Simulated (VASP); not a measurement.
# Ag (P6_3/mmc) in VASP: further runs, part 2 of 2

VASP 6.6.1. Earlier steps stand in the parts before.

## 5. Single point, RPBE (volume scaled by 1.08)

INCAR

```
SYSTEM = Ag
  PREC = Accurate
  ENCUT = 520
  EDIFF = 1E-6
  ISMEAR = -1
  SIGMA = 0.1
  LREAL = .FALSE.
  LASPH = .TRUE.
  NELM = 60
  ALGO = Normal
  ISIF = 2
  LWAVE = .FALSE.
  LCHARG = .FALSE.
  GGA = RP
  NBANDS = 18
```

KPOINTS

```
Automatic mesh
0
G
  14 14 8
  0 0 0
```

POSCAR

```
Ag
1.0
    3.0697117062      0.0000000000      0.0000000000
   -1.5348558531      2.6584483198      0.0000000000
    0.0000000000      0.0000000000      4.9641293206
Ag
2
Direct
    0.3333333333      0.6666666667      0.2500000000
    0.6666666667      0.3333333333      0.7500000000
```

Potentials or basis: VASP PAW PBE potentials, release 64 (Ag).

On the command line:

```console
> cat potpaw_PBE.64/Ag/POTCAR > POTCAR
> mpirun -np 1 vasp_std > vasp.out
```

OUTCAR:

```text
SYSTEM = Ag
   PREC = Accurate
   ENCUT = 520
   EDIFF = 1E-6
   ISMEAR = -1
   LREAL = .FALSE.
   LASPH = .TRUE.
   NELM = 60
   ISIF = 2
   GGA = RP

 ion  position               nearest neighbor table
   1  0.333  0.667  0.250-   2 3.05   2 3.05   2 3.05   2 3.05   2 3.05   2 3.05
   2  0.667  0.333  0.750-   1 3.05   1 3.05   1 3.05   1 3.05   1 3.05   1 3.05

  LATTYP: Found a hexagonal cell.
 ALAT       =     3.0697117062
 C/A-ratio  =     1.6171320944

  Lattice vectors:

 A1 = (   3.0697117062,   0.0000000000,   0.0000000000)
 A2 = (  -1.5348558531,   2.6584483198,   0.0000000000)
 A3 = (   0.0000000000,   0.0000000000,   4.9641293206)

Analysis of symmetry for initial positions (statically):
=====================================================================
 Subroutine PRICEL returns:
 Original cell was already a primitive cell.

 Routine SETGRP: Setting up the symmetry group for a
 hexagonal supercell.

 Subroutine GETGRP returns: Found 24 space group operations
 (whereof 12 operations were pure point group operations)
 out of a pool of 24 trial point group operations.

The static configuration has the point symmetry D_3d.
 The point group associated with its full space group is D_6h.

Analysis of symmetry for dynamics (positions and initial velocities):
=====================================================================
 Subroutine PRICEL returns:
 Original cell was already a primitive cell.

 Routine SETGRP: Setting up the symmetry group for a
 hexagonal supercell.

 Subroutine GETGRP returns: Found 24 space group operations
 (whereof 12 operations were pure point group operations)
 out of a pool of 24 trial point group operations.

[... 107 lines left out ...]
   ISIF   =      2    stress and relaxation
   ISYM   =      2    0-nonsym 1-usesym 2-fastsym
   POTIM  = 0.5000    time-step for ionic-motion
   TEBEG  =    0.0;   TEEND  =   0.0 temperature during run
   PSTRESS=    0.0 pullay stress
   NELECT =      22.0000    total number of electrons
   NUPDOWN=      -1.0000    fix difference up-down
   EMIN   =  10.00;   EMAX   =-10.00  energy-range for DOS
   EFERMI =   0.00;   METHOD = LEGACY
   ISMEAR =    -1;   SIGMA  =   0.10  broadening in eV -4-tet -1-fermi 0-gaus
   EFERMI_NEDOS =   21; number of points for ismear=-14 and -15
   IALGO  =     38    algorithm
   IMIX   =      4    mixing-type and parameters
     AMIX     =   0.40;   BMIX     =  1.00
     AMIX_MAG =   1.60;   BMIX_MAG =  1.00
  volume/ion in A,a.u.               =      20.26       136.69
  Fermi-wavevector in a.u.,A,eV,Ry     =   1.335650  2.524013 24.272272  1.783962
  Thomas-Fermi vector in A             =   2.464338
   LORBIT       =      0    0 simple, 1 ext, 2 COOP (PROOUT), +10 PAW based schemes
   GGA     = RP    functional components
   LHFCALC =     F    Hartree Fock is set to
   AEXX    =    0.0000 exact exchange contribution
   IVDW    =     0    specifies the selected vdW correction
   LEPSILON=     F    determine dielectric tensor
   LRPA    =     F    only Hartree local field effects (RPA)
 non-spin polarized calculation
  energy-cutoff  :      520.00
  volume of cell :       40.51
 maximum number of plane-waves:      1104
 NGX is ok and might be reduce to    24
   NGX = 11   NGY = 11   NGZ = 19

 number of electron      22.0000013 magnetization

 Free energy of the ion-electron system (eV)
  ---------------------------------------------------
  ext. energy  EPLUGINS =         0.00000000
  ---------------------------------------------------
  free energy    TOTEN  =        -4.35666980 eV

  energy without entropy =       -4.33803845  energy(sigma->0) =       -4.34735413

 E-fermi :   6.4348     XC(G=0): -11.0612

 val. band max:        6.2933033774   @ k =   0.4286   0.0714   0.1250
 cond. band min:       6.4562044599   @ k =   0.0714   0.0714   0.1250
 fundamental gap:      0.1629010825
 Fermi energy:         6.4348128585

 k-point     1 :       0.0000    0.0000    0.0000
  band No.  band energies     occupation
      1      -0.1457      2.00000
      2       0.9737      2.00000
      3       2.1583      2.00000
      4       2.2034      2.00000
      5       2.2034      2.00000
      6       2.3804      2.00000
[... 481 lines left out ...]
      5       2.1258      2.00000
      6       2.2265      2.00000
[... 10 lines left out ...]
     17      15.9059      0.00000
     18      16.6726      0.00000

 [... further k-points ...]
[... 5 lines left out ...]
  --------------------------------------------------------------------------------------
  -------------------------------------------------------------------------------------
  Total       -1.1862191     -1.1862191     -1.0824330      0.0000000     -0.0000000      0.0000000
  in kB      -46.9144481    -46.9144481    -42.8097522      0.0000000     -0.0000000      0.0000000
  external PRESSURE =     -45.5462161 kB  Pullay stress =       0.0000000 kB

 VOLUME and BASIS-vectors are now :
 -----------------------------------------------------------------------------
  energy-cutoff  :      520.00
  volume of cell :       40.51
      direct lattice vectors                 reciprocal lattice vectors
     3.069711706  0.000000000  0.000000000     0.325763490  0.188079639  0.000000000
    -1.534855853  2.658448320  0.000000000     0.000000000  0.376159278  0.000000000
     0.000000000  0.000000000  4.964129321     0.000000000  0.000000000  0.201445195

 POSITION                                       TOTAL-FORCE (eV/Angst)
 -----------------------------------------------------------------------------------
     -0.00000      1.77230      1.24103        -0.000000     -0.000000      0.000000
      1.53486      0.88615      3.72310         0.000000      0.000000      0.000000
 -----------------------------------------------------------------------------------
    total drift:                               -0.000000      0.000000     -0.000000

  FREE ENERGIE OF THE ION-ELECTRON SYSTEM (eV)
  ---------------------------------------------------
  free  energy   TOTEN  =        -4.3566697957 eV

  energy  without entropy=       -4.3380384545  energy(sigma->0) =       -4.34735413
```

stdout:

```text
POSCAR found type information on POSCAR Ag
 POSCAR found :  1 types and       2 ions
 scaLAPACK will be used
 -----------------------------------------------------------------------------
|                                                                             |
|                                                                             |
|     You enforced a specific xc type in the INCAR file but a different       |
|     I HOPE YOU KNOW WHAT YOU ARE DOING!                                     |
|                                                                             |
 -----------------------------------------------------------------------------

 LDA part: xc-table for (Slater+PW92), standard interpolation
 POSCAR, INCAR and KPOINTS ok, starting setup
 FFT: planning ... GRIDC
 FFT: planning ... GRID_SOFT
 FFT: planning ... GRID
 WAVECAR not read
 entering main loop
```

It took 24 s on 1 thread of Intel Xeon 6975P-C (Granite Rapids), shared host; peak memory 0.2 GiB.

Results:

```
Free energy            : -4.3567 eV
Pressure               : -4.6 GPa
Band gap on the k mesh : zero (band 11 reaches 9.73 eV, above the bottom of band 12 at 3.14 eV)
```

Levels at points of the mesh, in eV from the Fermi level:
| k point | band 8 | band 9 | band 10 | band 11 | band 12 | band 13 | band 14 | band 15 |
| --- | --- | --- | --- | --- | --- | --- | --- | --- |
| (0.00, 0.00, 0.00) | -3.83 | -3.83 | -3.06 | -3.06 | 0.11 | 2.86 | 14.98 | 16.19 |
| (0.50, 0.00, 0.00) | -2.99 | -2.92 | -2.88 | 0.15 | 1.13 | 6.24 | 6.50 | 8.02 |
| (0.00, 0.00, 0.50) | -3.96 | -3.30 | -3.30 | -3.30 | -3.30 | 10.10 | 10.10 | 15.29 |
| (0.50, 0.00, 0.50) | -3.08 | -2.92 | -2.92 | 0.96 | 0.96 | 3.67 | 3.67 | 12.24 |

Caveat: the PAW data sets were made with another functional, which shifts forces and pressure a little.

## 6. The runs side by side

| cell | gap on the mesh (eV) | pressure (GPa) |
| --- | --- | --- |
| a = 2.952, b = 2.952, c = 4.773 Å, angles 90.0, 90.0, 120.0°, 2 atoms | none | 3.2 |
| a = 2.992, b = 2.992, c = 4.838 Å, angles 90.0, 90.0, 120.0°, 2 atoms | none | -0.1 |
| a = 3.031, b = 3.031, c = 4.902 Å, angles 90.0, 90.0, 120.0°, 2 atoms | none | -2.6 |
| a = 3.070, b = 3.070, c = 4.964 Å, angles 90.0, 90.0, 120.0°, 2 atoms | none | -4.6 |

Alike in all rows: task single point; level RPBE; potentials or basis VASP PAW PBE potentials, release 64 (Ag); no spin polarisation; k mesh 14 × 14 × 8; cutoff (eV) 520; smearing fermi-dirac 0.1 eV.

Caveats: the PAW data sets were made with another functional, which shifts forces and pressure a little.

Absolute energies hang on the potentials; compare differences alone.
